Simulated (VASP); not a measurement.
# Ti2GeN4 (C2/m) in VASP: relaxation of cell and atoms with PBEsol

Aim: the relaxation of cell and atoms of Ti2GeN4 with PBEsol.

Everything below comes from runs of VASP 6.6.1. Logs are shortened: lines on timing, memory, paths and dates and some standing lists are left out, and cuts for length are marked.

## 1. The cell of the first run

The structure is monoclinic, space group C2/m (No. 12). The conventional cell has a = 8.443 Å, b = 5.297 Å, c = 3.810 Å, α = 90.00°, β = 91.09°, γ = 90.00°. Within 3.1 Å of Ti (site symmetry m) lie 8 N at 2.37 to 2.60 Å and 1 Ti at 3.03 Å. Within 2.3 Å of Ge (site symmetry 2/m) lie 4 N at 1.77 Å. N (site symmetry 1) has 1 Ge at 1.77 Å within 2.3 Å.

## 2. Relaxation of cell and atoms, PBEsol

The input, INCAR:

```
SYSTEM = Ti2GeN4
PREC = Accurate
ENCUT = 600
EDIFF = 1E-7
ISMEAR = -1
SIGMA = 0.03
LREAL = .FALSE.
LASPH = .TRUE.
NELM = 100
ALGO = Normal
ISIF = 3
LWAVE = .FALSE.
LCHARG = .FALSE.
GGA = PS
IBRION = 2
NSW = 100
EDIFFG = -0.01
```

The input, KPOINTS:

```
regular mesh
0
G
  6 6 6
  0 0 0
```

The input, POSCAR:

```
Ti2GeN4
1.0
    4.2213605200     -2.6485171400      0.0000000000
    4.2213605200      2.6485171400      0.0000000000
   -0.0724860400      0.0000000000      3.8091523600
Ti Ge N
2 1 4
Direct
    0.3489225200      0.3489225200      0.2800981900
    0.6510774800      0.6510774800      0.7199018100
    0.0000000000      0.0000000000      0.0000000000
    0.1304568300      0.6530628900      0.7782991200
    0.3469371100      0.8695431700      0.2217008800
    0.8695431700      0.3469371100      0.2217008800
    0.6530628900      0.1304568300      0.7782991200
```

Potentials or basis: VASP PAW PBE potentials, release 64 (Ti_sv, Ge_d, N).

Started as:

```console
$ cat potpaw_PBE.64/Ti_sv/POTCAR potpaw_PBE.64/Ge_d/POTCAR potpaw_PBE.64/N/POTCAR > POTCAR
$ mpirun -np 1 vasp_std > vasp.out
```

OUTCAR:

```text
SYSTEM = Ti2GeN4
   PREC = Accurate
   ENCUT = 600
   EDIFF = 1E-7
   ISMEAR = -1
   LREAL = .FALSE.
   LASPH = .TRUE.
   NELM = 100
   ISIF = 3
   GGA = PS
   IBRION = 2
   NSW = 100
   EDIFFG = -0.01

 ion  position               nearest neighbor table
   1  0.349  0.349  0.280-
   2  0.651  0.651  0.720-
   3  0.000  0.000  0.000-   4 1.77   5 1.77   6 1.77   7 1.77
   4  0.130  0.653  0.778-   3 1.77
   5  0.347  0.870  0.222-   3 1.77
   6  0.870  0.347  0.222-   3 1.77
   7  0.653  0.130  0.778-   3 1.77

  LATTYP: Found a base centered monoclinic cell.
 ALAT       =     8.4427210400
 B/A-ratio  =     0.6274084214
 C/A-ratio  =     0.4512575938
 COS(beta)  =    -0.0190259964

  Lattice vectors:

 A1 = (   4.2213605200,  -2.6485171400,   0.0000000000)
 A2 = (   4.2213605200,   2.6485171400,   0.0000000000)
 A3 = (  -0.0724860400,   0.0000000000,   3.8091523600)

Analysis of symmetry for initial positions (statically):
=====================================================================
 Subroutine PRICEL returns:
 Original cell was already a primitive cell.

 Routine SETGRP: Setting up the symmetry group for a
 base centered monoclinic supercell.

 Subroutine GETGRP returns: Found  4 space group operations
 (whereof  4 operations were pure point group operations)
 out of a pool of  4 trial point group operations.

The static configuration has the point symmetry C_2h.

Analysis of symmetry for dynamics (positions and initial velocities):
=====================================================================
 Subroutine PRICEL returns:
 Original cell was already a primitive cell.

 Routine SETGRP: Setting up the symmetry group for a
 base centered monoclinic supercell.

 Subroutine GETGRP returns: Found  4 space group operations
 (whereof  4 operations were pure point group operations)
 out of a pool of  4 trial point group operations.

The dynamic configuration has the point symmetry C_2h.

 Subroutine INISYM returns: Found  4 space group operations
 (whereof  4 operations are pure point group operations),
 and found     1 'primitive' translations

----------------------------------------------------------------------------------------

                                     Primitive cell

  volume of cell :      85.1753

  direct lattice vectors                    reciprocal lattice vectors
     4.221360520 -2.648517140  0.000000000     0.118445226 -0.188784884  0.002253946
     4.221360520  2.648517140  0.000000000     0.118445226  0.188784884  0.002253946
    -0.072486040  0.000000000  3.809152360     0.000000000  0.000000000  0.262525598

  length of vectors
     4.983425296  4.983425296  3.809841982     0.222876836  0.222876836  0.262525598

  position of ions in fractional coordinates (direct lattice)
     0.348922520  0.348922520  0.280098190
     0.651077480  0.651077480  0.719901810
     0.000000000  0.000000000  0.000000000
     0.130456830  0.653062890  0.778299120
     0.346937110  0.869543170  0.221700880
     0.869543170  0.346937110  0.221700880
     0.653062890  0.130456830  0.778299120

  ion indices of the primitive-cell ions
   primitive index   ion index
                 1           1
                 2           2
                 3           3
                 4           4
                 5           5
                 6           6
                 7           7

----------------------------------------------------------------------------------------

 KPOINTS: regular mesh

Automatic generation of k-mesh.
 Grid dimensions read from file:
 generate k-points for:    6    6    6

 Generating k-lattice:

  Cartesian coordinates                     Fractional coordinates (reciprocal lattice)
     0.019740871 -0.031464147  0.000375658     0.166666667  0.000000000  0.000000000
     0.019740871  0.031464147  0.000375658     0.000000000  0.166666667  0.000000000
     0.000000000  0.000000000  0.043754266     0.000000000  0.000000000  0.166666667

  Length of vectors
     0.037146139  0.037146139  0.043754266

  Shift w.r.t. Gamma in fractional coordinates (k-lattice)
     0.000000000  0.000000000  0.000000000

 Subroutine IBZKPT returns following result:
 ===========================================

 Found     68 irreducible k-points:

 Following reciprocal coordinates:
            Coordinates               Weight
  0.000000  0.000000  0.000000      1.000000
  0.166667 -0.000000  0.000000      4.000000
  0.333333  0.000000 -0.000000      4.000000
  0.500000 -0.000000  0.000000      2.000000
  0.166667  0.166667  0.000000      2.000000
  0.333333  0.166667 -0.000000      4.000000
[... 16 lines left out ...]
 -0.333333  0.166667  0.166667      4.000000
 -0.166667  0.166667  0.166667      4.000000
 [... further k-points ...]
   k-points           NKPTS =     68   k-points in BZ     NKDIM =     68   number of bands    NBANDS=     34
   number of dos      NEDOS =    301   number of ions     NIONS =      7
   total plane-waves  NPLWV =  48000
   dimension x,y,z NGX =    40 NGY =   40 NGZ =   30
   dimension x,y,z NGXF=    80 NGYF=   80 NGZF=   60
   ions per type =               2   1   4
   NGX,Y,Z   is equivalent  to a cutoff of  13.34, 13.34, 13.09 a.u.
   NGXF,Y,Z  is equivalent  to a cutoff of  26.69, 26.69, 26.18 a.u.
 SYSTEM =  Ti2GeN4
   PREC   = accura    normal or accurate (medium, high low for compatibility)
   ISTART =      0    job   : 0-new  1-cont  2-samecut
   ICHARG =      2    charge: 1-file 2-atom 10-const
   ISPIN  =      1    spin polarized calculation?
   LNONCOLLINEAR =      F non collinear calculations
   LSORBIT =      F    spin-orbit coupling
   LASPH  =      T    aspherical Exc in radial PAW
   ENCUT  =  600.0 eV  44.10 Ry    6.64 a.u.   9.95  9.95  7.61*2*pi/ulx,y,z
   NELM   =    100;   NELMIN=  2; NELMDL= -5     # of ELM steps
   EDIFF  = 0.1E-06   stopping-criterion for ELM
   LREAL  =      F    real-space projection
   EDIFFG = -.1E-01   stopping-criterion for IOM
   NSW    =    100    number of steps for IOM
   IBRION =      2    ionic relax: 0-MD 1-quasi-New 2-CG
   NFREE  =      1    steps in history (QN), initial steepest desc. (CG)
   ISIF   =      3    stress and relaxation
   ISYM   =      2    0-nonsym 1-usesym 2-fastsym
   POTIM  = 0.5000    time-step for ionic-motion
   TEBEG  =    0.0;   TEEND  =   0.0 temperature during run
   PSTRESS=    0.0 pullay stress
   NELECT =      58.0000    total number of electrons
   NUPDOWN=      -1.0000    fix difference up-down
   EMIN   =  10.00;   EMAX   =-10.00  energy-range for DOS
   EFERMI =   0.00;   METHOD = LEGACY
   ISMEAR =    -1;   SIGMA  =   0.03  broadening in eV -4-tet -1-fermi 0-gaus
   EFERMI_NEDOS =   21; number of points for ismear=-14 and -15
   IALGO  =     38    algorithm
   IMIX   =      4    mixing-type and parameters
     AMIX     =   0.40;   BMIX     =  1.00
     AMIX_MAG =   1.60;   BMIX_MAG =  1.00
  volume/ion in A,a.u.               =      12.17        82.11
  Fermi-wavevector in a.u.,A,eV,Ry     =   1.440278  2.721731 28.223932  2.074401
  Thomas-Fermi vector in A             =   2.559040
   LORBIT       =      0    0 simple, 1 ext, 2 COOP (PROOUT), +10 PAW based schemes
   GGA     = PS    functional components
   LHFCALC =     F    Hartree Fock is set to
   AEXX    =    0.0000 exact exchange contribution
   IVDW    =     0    specifies the selected vdW correction
   LEPSILON=     F    determine dielectric tensor
   LRPA    =     F    only Hartree local field effects (RPA)
 conjugate gradient relaxation of ions
 non-spin polarized calculation
  energy-cutoff  :      600.00
  volume of cell :       85.18
 maximum number of plane-waves:      2864
   NGX = 19   NGY = 19   NGZ = 15

--------------------------------------- Ionic step        1  -------------------------------------------

 number of electron      57.9999985 magnetization

 Free energy of the ion-electron system (eV)
  ---------------------------------------------------
  ext. energy  EPLUGINS =         0.00000000
  ---------------------------------------------------
  free energy    TOTEN  =       -55.40504509 eV

  energy without entropy =      -55.39537160  energy(sigma->0) =      -55.40020835

------------------------ aborting loop because EDIFF is reached ----------------------------------------

  FORCE on cell =-STRESS in cart. coord.  units (eV):
  Direction    XX          YY          ZZ          XY          YZ          ZX
  --------------------------------------------------------------------------------------
  -------------------------------------------------------------------------------------
  Total       -8.2390275     -3.1229713    -15.3619386      0.0000000      0.0000000      4.6292011
  in kB     -154.9790394    -58.7442021   -288.9635314      0.0000000      0.0000000     87.0769206
  external PRESSURE =    -167.5622576 kB  Pullay stress =       0.0000000 kB
[... 104 lines left out ...]
  FREE ENERGIE OF THE ION-ELECTRON SYSTEM (eV)
  ---------------------------------------------------
  free  energy   TOTEN  =       -58.6169409653 eV

  energy  without entropy=      -58.6105042326  energy(sigma->0) =      -58.61372260

[... ionic steps 4 to 26 ...]

--------------------------------------- Ionic step       27  -------------------------------------------

 number of electron      58.0000004 magnetization

------------------------ aborting loop because EDIFF is reached ----------------------------------------

  FORCE on cell =-STRESS in cart. coord.  units (eV):
  Direction    XX          YY          ZZ          XY          YZ          ZX
  --------------------------------------------------------------------------------------
  -------------------------------------------------------------------------------------
  Total        0.0041987     -0.0208285      0.0266732      0.0000000      0.0000000      0.0157425
  in kB        0.0903476     -0.4481897      0.5739560      0.0000000      0.0000000      0.3387477
  external PRESSURE =       0.0720380 kB  Pullay stress =       0.0000000 kB
[... 67 lines left out ...]
  energy  without entropy=      -61.0440949665  energy(sigma->0) =      -61.04568588

--------------------------------------- Ionic step       29  -------------------------------------------

 number of electron      58.0000004 magnetization

 Free energy of the ion-electron system (eV)
  ---------------------------------------------------
  ext. energy  EPLUGINS =         0.00000000
  ---------------------------------------------------
  free energy    TOTEN  =       -61.04730136 eV

  energy without entropy =      -61.04412706  energy(sigma->0) =      -61.04571421

 E-fermi :   7.6928     XC(G=0): -12.1497

 val. band max:        7.6318227963   @ k =   0.5000   0.3333   0.5000
 cond. band min:       7.6951576318   @ k =   0.3333   0.3333   0.5000
 fundamental gap:      0.0633348356
 Fermi energy:         7.6927594983

 k-point     1 :       0.0000    0.0000    0.0000
  band No.  band energies     occupation
      1     -49.2508      2.00000
      2     -49.2116      2.00000
      3     -25.7437      2.00000
      4     -25.6357      2.00000
      5     -25.6337      2.00000
      6     -25.5225      2.00000
[... 877 lines left out ...]
     33       9.8964      0.00000
     34      10.6860      0.00000

 [... further k-points ...]

------------------------ aborting loop because EDIFF is reached ----------------------------------------

  FORCE on cell =-STRESS in cart. coord.  units (eV):
  Direction    XX          YY          ZZ          XY          YZ          ZX
  --------------------------------------------------------------------------------------
  -------------------------------------------------------------------------------------
  Total        0.0101351      0.0177071     -0.0010653      0.0000000      0.0000000     -0.0221526
  in kB        0.2180454      0.3809497     -0.0229183      0.0000000      0.0000000     -0.4765887
  external PRESSURE =       0.1920256 kB  Pullay stress =       0.0000000 kB
[... 22 lines left out ...]
  FREE ENERGIE OF THE ION-ELECTRON SYSTEM (eV)
  ---------------------------------------------------
  free  energy   TOTEN  =       -61.0473013650 eV

  energy  without entropy=      -61.0441270634  energy(sigma->0) =      -61.04571421

 reached required accuracy - stopping structural energy minimisation
```

It took 64 min on 1 thread of AMD EPYC 7R13 (Zen 3), shared host; peak memory 0.34 GiB.

What came out:

| Item | Value |
| --- | --- |
| Free energy | -61.0473 eV |
| Relaxed volume | 10.64 Å³/atom |
| Relaxed cell | a = 5.520 Å, b = 5.520 Å, c = 3.002 Å, α = 95.20°, β = 95.20°, γ = 54.94° |
| Space group after relaxing (to 0.05 Å) | C2/m (No. 12) |
| Energy gained by relaxing | 806.0 meV/atom |
| Ionic steps | 29 |
| Pressure after relaxing | 0.0 GPa |
| Largest force after relaxing | 0.004 eV/Å |
| Band gap on the k mesh | zero (band 29 reaches 7.89 eV, above the bottom of band 30 at 7.35 eV) |

Forces on the atoms (eV/Å):
```
Ti  -0.003  0.000  0.003
Ti   0.003  0.000 -0.003
Ge   0.000  0.000  0.000
N    0.002 -0.001  0.003
N   -0.002 -0.001 -0.003
N   -0.002  0.001 -0.003
N    0.002  0.001  0.003
```

Step by step:
```tsv
step	energy change (eV)	largest force (eV/Å)	pressure (GPa)	volume (Å³)
1	0.0000	4.5353	-16.76	85.18
2	-3.1843	1.4346	-4.05	70.20
3	-3.2119	1.3873	-7.07	71.35
4	-3.5833	1.3402	19.92	65.01
5	-3.6150	1.4487	13.35	66.26
6	-4.0588	1.0118	15.06	66.47
7	-4.4204	1.4521	25.32	66.67
8	-4.6771	1.6203	20.78	68.06
9	-4.9757	2.3079	10.28	72.14
10	-5.2322	1.5243	5.54	72.88
11	-5.5205	0.4524	-5.29	75.09
12	-5.5656	0.3887	-3.28	74.40
13	-5.5986	0.3413	0.45	73.22
14	-5.5987	0.3474	0.76	73.13
15	-5.6084	0.2730	0.63	73.18
16	-5.6228	0.1195	0.27	73.33
17	-5.6231	0.1167	0.22	73.36
18	-5.6265	0.0871	0.21	73.46
19	-5.6332	0.0831	0.18	73.74
20	-5.6334	0.2810	0.12	74.30
21	-5.6353	0.1846	0.15	74.04
22	-5.6383	0.1170	0.03	74.18
23	-5.6410	0.0843	-0.26	74.53
24	-5.6411	0.0834	-0.22	74.48
25	-5.6419	0.0364	-0.08	74.46
26	-5.6422	0.0168	0.06	74.43
27	-5.6422	0.0110	0.01	74.46
28	-5.6422	0.0134	-0.04	74.48
29	-5.6423	0.0042	0.02	74.47
```

Final structure:
```
Ti Ge N
1.0
     4.89530   -2.54614   -0.15220
     4.89530    2.54614   -0.15220
    -0.21372    0.00000    2.99408
Ti Ge N
2 1 4
Direct
  0.30639 0.30639 0.27782
  0.69361 0.69361 0.72218
  0.00000 0.00000 0.00000
  0.10628 0.61846 0.78605
  0.38154 0.89372 0.21395
  0.89372 0.38154 0.21395
  0.61846 0.10628 0.78605
```

Caveat: the PAW data sets were made with another functional, which shifts forces and pressure a little.
